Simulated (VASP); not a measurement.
Wanted: the native input for a VASP 6.6.1 run.

- Task: single point
- Functional: PBE
- Potentials or basis: VASP PAW PBE potentials, release 64 (Te, As)
- Cutoff: 520 eV
- k mesh: 6 × 6 × 6
- Occupations: gaussian, width 0.1 eV
- Spin: no spin polarisation
- Dipole correction: no
- Further INCAR settings: ALGO = Normal; EDIFF = 1e-06; NBANDS = 26

The structure of Te5As lies in POSCAR:

```
Te5As
1.0
    3.9104124912      2.2576777044      3.6789466731
   -3.9104124912      2.2576777044      3.6789466731
    0.0000000000     -4.5153554089      3.6789466731
Te As
5 1
Direct
    0.1556772236      0.1556772236      0.1556772236
    0.8443227764      0.8443227764      0.8443227764
    0.0000000000      0.5000000000      0.5000000000
    0.5000000000      0.0000000000      0.5000000000
    0.5000000000      0.5000000000      0.0000000000
    0.5000000000      0.5000000000      0.5000000000
```

The cell was generated, and may not be a known phase.

These files were run (other wordings do the same):

INCAR

```
SYSTEM = Te5As
ALGO = Normal
EDIFF = 1E-6
ENCUT = 520
GGA = PE
ISIF = 2
ISMEAR = 0
LASPH = .TRUE.
LCHARG = .TRUE.
LELF = .TRUE.
LREAL = .FALSE.
LVHAR = .TRUE.
LWAVE = .FALSE.
NBANDS = 26
NELM = 60
PREC = Accurate
SIGMA = 0.1
```

KPOINTS

```
k-points
0
G
  6 6 6
  0 0 0
```

Potentials or basis: VASP PAW PBE potentials, release 64 (Te, As).

The run is started by

```sh
$ cat potpaw_PBE.64/Te/POTCAR potpaw_PBE.64/As/POTCAR > POTCAR
$ mpirun -np 1 vasp_std > vasp.out
```

Results of the run:

```json
{"Pressure": "0.0 GPa", "Largest force": "0.008 eV/Å", "Band gap on the k mesh": "zero (an odd number of electrons rules out a gap without spin polarisation)"}
```

Caveat: spin-orbit coupling is left out, which moves the levels of the heavy elements; an odd number of electrons without spin polarisation forces a metal; a magnetic or distorted state may lie lower.

Run time: 110 s on 1 thread of Intel(R) Xeon(R) Platinum 8259CL CPU @ 2.50GHz (Skylake/Cascade Lake), with other jobs on the host, peak memory 0.39 GiB.
